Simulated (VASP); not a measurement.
SrTiO3, 5 atoms in the cell. It takes space group Amm2 (No. 38, orthorhombic). The conventional cell has a = 3.891 Å, b = 5.503 Å, c = 5.503 Å, α = 90.00°, β = 90.00°, γ = 90.00°. Sr (site symmetry mm2) has 12 O at 2.73 to 2.78 Å and 8 Ti at 3.35 to 3.39 Å within 3.6 Å. Within 2.6 Å of Ti (site symmetry mm2) lie 6 O at 1.95 Å. Within 2.6 Å of O (site symmetry mm2) lie 2 Ti at 1.95 Å. O (site symmetry m) has 2 Ti at 1.95 Å within 2.6 Å.  This cell differs from its parent crystal: all Sr atoms moved +0.025 Å, as atom 1 towards its neighbour atom 3 (O) at 2.751 Å.

```yaml
Program: VASP 6.6.1
Task: single point
Functional: PBEsol
Potentials_or_basis: VASP PAW PBE potentials, release 64 (Sr_sv, Ti_sv, O)
Cutoff: 520 eV
k_mesh: 8 × 8 × 8
Occupations: gaussian, width 0.05 eV
Spin: no spin polarisation
Dipole_correction: no
Further_INCAR_settings: ALGO = Normal; EDIFF = 1e-07; NBANDS = 28
```

Potentials or basis: VASP PAW PBE potentials, release 64 (Sr_sv, Ti_sv, O).

Command:

```sh
$ cat potpaw_PBE.64/Sr_sv/POTCAR potpaw_PBE.64/Ti_sv/POTCAR potpaw_PBE.64/O/POTCAR > POTCAR
$ mpirun -np 1 vasp_std > vasp.out
```

Hardware: 1 thread of Intel(R) Xeon(R) 6975P-C (Granite Rapids), with other jobs on the host.

How long does it take, and how much memory?

It took 87 s on 1 thread of Intel(R) Xeon(R) 6975P-C (Granite Rapids), with other jobs on the host, peak memory 0.29 GiB. Counts: scf iterations 17, k points 105.
